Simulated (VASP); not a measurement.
Write the native input for VASP 6.6.1 that does the following.

```
Task                   : single point
Functional             : PBE
Potentials or basis    : VASP PAW PBE potentials, release 64 (Mg, O)
Cutoff                 : 520 eV
k mesh                 : 9 × 9 × 6
Occupations            : gaussian, width 0.05 eV
Spin                   : no spin polarisation
Dipole correction      : no
Further INCAR settings : ALGO = Normal; EDIFF = 1e-07; NBANDS = 16
```

The structure of MgO lies in POSCAR:

```
MgO
1.0
    3.5394678201      0.0000000000      0.0000000000
   -1.7697339101      3.0652690481      0.0000000000
    0.0000000000      0.0000000000      4.3301849311
Mg O
2 2
Direct
    0.6666666667      0.3333333333      0.7500000000
    0.3333333333      0.6666666667      0.2500000000
    0.6666666667      0.3333333333      0.2500000000
    0.3333333333      0.6666666667      0.7500000000
```

This cell differs from its parent crystal: volume 11.745 Å^3 an atom, c/a of the conventional cell 1.2234.

One way to write it, as run:

INCAR

```
ALGO     = Normal         # electronic algorithm
EDIFF    = 1E-7           # SCF threshold, eV
ENCUT    = 520            # plane-wave cutoff, eV
GGA      = PE             # functional
ISIF     = 2              # what is computed and relaxed
ISMEAR   = 0              # smearing method
LASPH    = T              # aspherical terms in the spheres
LCHARG   = T              # write CHGCAR
LELF     = T              # ELF
LREAL    = F              # projectors in reciprocal space
LVHAR    = T            
LWAVE    = F              # write WAVECAR
NBANDS   = 16             # bands
NELM     = 60             # most SCF steps
PREC     = Accurate       # precision mode
SIGMA    = 0.05           # smearing width, eV
```

KPOINTS

```
k-points
0
Gamma
  9 9 6
```

Potentials or basis: VASP PAW PBE potentials, release 64 (Mg, O).

Launch:

```bash
$ cat potpaw_PBE.64/Mg/POTCAR potpaw_PBE.64/O/POTCAR > POTCAR
$ mpirun -np 1 vasp_std > vasp.out
```

It gave:

```yaml
Pressure: -4.2 GPa
Band_gap_on_the_k_mesh: 3.08 eV, direct
```

It took 33 s on 1 thread of Intel Xeon 6975P-C (shared host), peak memory 0.18 GiB.
